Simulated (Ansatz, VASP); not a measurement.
**SiTe4H: VASP beside Ansatz**

```
CELL_PARAMETERS angstrom
2.76732 1.59771 5.31505
-2.76732 1.59771 5.31505
0.00000 -3.19543 5.31505
ATOMIC_POSITIONS crystal
Si 0.00000 0.00000 0.00000
Te 0.82713 0.82713 0.82713
Te 0.17287 0.17287 0.17287
Te 0.37689 0.37689 0.37689
Te 0.62311 0.62311 0.62311
H 0.50000 0.50000 0.50000
```

Alike in both runs: functional PBE; k mesh 3 × 3 × 3; occupations gaussian, width 0.1 eV; no spin polarisation.

Ansatz relaxed the structure, and its values are those at the end. VASP's run is a single point on that final structure, the one shown.

|  | VASP | Ansatz |
| --- | --- | --- |
| version | VASP 6.6.1 | Ansatz 0.2.0 |
| potentials or method | VASP PAW PBE potentials, release 64 (Si, Te, H), cutoff 520 eV | scalar-relativistic, plane waves, PAW |
| valence electrons in the cell | 29 | 69 |

```tsv
	VASP	Ansatz	Ansatz less VASP
gap on the k mesh at the Fermi level (eV)	none	none	-
pressure (GPa)	0.0	0.0	+0.04
rms of the force components (eV/Å)	0.001	0.004	+0.0026
```

A gap of «none» marks a metal or a gap that the smearing closes. VASP's potentials hold 29 valence electrons a cell and Ansatz's 69, so a difference there can come from the potentials and not from the codes.

The k mesh is coarse, so the values compare programs but aren't converged. Neither program's run includes spin-orbit coupling.
